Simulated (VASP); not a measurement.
Input of a VASP 6.6.1 run:

Contents of INCAR:

```
SYSTEM = Co
ALGO = Normal
EDIFF = 1E-7
EDIFFG = -0.005
ENCUT = 600
GGA = PS
IBRION = 2
ISIF = 4
ISMEAR = -1
ISPIN = 2
LASPH = .True.
LCHARG = .False.
LMAXMIX = 4
LORBIT = 11
LREAL = .False.
LWAVE = .False.
MAGMOM = 1.7 1.7
NELM = 150
NSW = 50
PREC = Accurate
SIGMA = 0.1
```

The input KPOINTS:

```
k-points
0
Gamma
  17 17 9
  0 0 0
```

The input POSCAR:

```
Co
1.0
    2.2807513599      0.0000000000      0.0000000000
   -1.1403756800      1.9751886174      0.0000000000
    0.0000000000      0.0000000000      3.6867468571
Co
2
Direct
    0.3333333333      0.6666666667      0.2500000000
    0.6666666667      0.3333333333      0.7500000000
```

Potentials or basis: VASP PAW PBE potentials, release 64 (Co).

Launch:

```sh
$ cat potpaw_PBE.64/Co/POTCAR > POTCAR
$ mpirun -np 1 vasp_std > vasp.out
```

**Question.** What does it give for the net moment?

**Answer.** 1.94 μB per cell.

**Question.** Predict the site moments.

**Answer.** Co +0.95 μB.

Final structure:
```cif
data_structure
_symmetry_space_group_name_H-M 'P 1'
_symmetry_Int_Tables_number 1
_cell_length_a 2.2824
_cell_length_b 2.2824
_cell_length_c 3.6813
_cell_angle_alpha 90.000
_cell_angle_beta 90.000
_cell_angle_gamma 120.000
_cell_volume 16.61
loop_
_atom_site_label
_atom_site_type_symbol
_atom_site_fract_x
_atom_site_fract_y
_atom_site_fract_z
_atom_site_occupancy
Co1 Co 0.33333 0.66667 0.25000 1
Co2 Co 0.66667 0.33333 0.75000 1
```
